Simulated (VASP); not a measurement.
NaH: relaxation of cell and atoms with r2SCAN

NaH:

```
Na H
1.0
     3.97165    0.00000    0.00000
    -1.98583    3.43955    0.00000
     0.00000    0.00000    4.87402
Na H
2 2
Direct
  0.33333 0.66667 0.93749
  0.66667 0.33333 0.43749
  0.33333 0.66667 0.43751
  0.66667 0.33333 0.93751
```

| Property | Result |
| --- | --- |
| Program | VASP 6.6.1 |
| Task | relaxation of cell and atoms |
| Functional | r2SCAN |
| Potentials or basis | VASP PAW PBE potentials, release 64 (Na_pv, H) |
| Cutoff | 600 eV |
| k mesh | 6 × 6 × 6 |
| Occupations | fermi-dirac, width 0.02 eV |
| Spin | no spin polarisation |
| Dipole correction | no |
| Further INCAR settings | ALGO = Normal; EDIFF = 1e-06; IBRION = 2; EDIFFG = -0.005; NSW = 80; ISIF = 3 |

| Quantity | Value |
| --- | --- |
| Relaxed volume | 16.23 Å³/atom |
| Relaxed cell | a = 3.945 Å, b = 3.945 Å, c = 4.817 Å, α = 90.00°, β = 90.00°, γ = 120.00° |
| Space group after relaxing (to 0.05 Å) | P6_3/mmc (No. 194) |
| Energy gained by relaxing | 0.9 meV/atom |
| Ionic steps | 4 |
| Pressure after relaxing | 0.0 GPa |
| Band gap on the k mesh | 3.68 eV, indirect (least direct gap 4.58 eV) |

Step by step:
```
step  energy change (eV)  largest force (eV/Å)  pressure (GPa)  volume (Å³)
   1              0.0000                0.0001           -0.46        66.58
   2             -0.0015                0.0001           -0.36        66.12
   3             -0.0035                0.0002            0.06        64.74
   4             -0.0035                0.0002           -0.01        64.93
```

Final structure:
```
Na H
1.0
     3.94510    0.00000    0.00000
    -1.97255    3.41656    0.00000
     0.00000    0.00000    4.81742
Na H
2 2
Cartesian
  0.0000 2.2777 4.5163
  1.9726 1.1389 2.1076
  0.0000 2.2777 2.1077
  1.9726 1.1389 4.5164
```

Levels at points of the mesh, in eV from the valence-band top:
| k point | band 6 | band 7 | band 8 | band 9 | band 10 | band 11 |
| --- | --- | --- | --- | --- | --- | --- |
| (0.00, 0.00, 0.00) | -22.99 | -3.32 | -0.01 | 5.43 | 8.57 | 11.02 |
| (0.50, 0.00, 0.00) | -23.01 | -1.49 | -0.60 | 4.24 | 8.19 | 8.32 |
| (0.00, 0.00, 0.50) | -23.02 | -1.98 | -1.98 | 7.53 | 7.53 | 11.61 |
| (0.50, 0.00, 0.50) | -23.00 | -0.82 | -0.82 | 4.45 | 4.45 | 9.22 |

It took 9.3 min on 1 thread of AMD EPYC 7571 (shared host), peak memory 0.18 GiB.

Caveat: the PAW data sets were made with another functional, which shifts forces and pressure a little. r2SCAN opens gaps a little over a GGA but as a rule still falls short of measured ones.
